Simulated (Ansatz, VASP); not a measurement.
## MoS2: VASP beside Ansatz

```
S Mo
1.0
     3.14312    0.00000    0.00000
     0.00000    6.54009    0.00000
     0.00000    0.00000   27.21102
S Mo
10 5
Cartesian
  1.5716 1.2449 7.5000
  0.0000 4.0358 9.2505
  0.0000 0.4896 10.1151
  1.5716 3.2805 11.8656
  1.5716 6.2745 12.7303
  0.0000 2.5252 14.4807
  0.0000 5.5192 15.3454
  1.5716 1.7700 17.0959
  1.5716 4.7639 17.9606
  0.0000 1.0147 19.7110
  1.5716 5.7848 8.8112
  0.0000 5.0295 11.4263
  1.5716 4.2742 14.0414
  0.0000 3.5189 16.6566
  1.5716 2.7637 19.2717
```

Alike in both runs: task single point; functional PBEsol; k mesh 8 × 4 × 1; occupations gaussian, width 0.05 eV; no spin polarisation.

```csv
,VASP,Ansatz
version,VASP 6.6.1,Ansatz 0.2.0
potentials or method,"VASP PAW PBE potentials, release 64 (S, Mo_sv), cutoff 520 eV","scalar-relativistic, plane waves, PAW"
valence electrons in the cell,130,130
```

```tsv
	VASP	Ansatz	Ansatz less VASP
gap on the k mesh at the Fermi level (eV)	none	none	-
rms of the force components (eV/Å)	0.823	0.823	+0.0001
```

VASP's potentials were made for PBE, not for PBEsol. A gap of «none» marks a metal or a gap that the smearing closes.
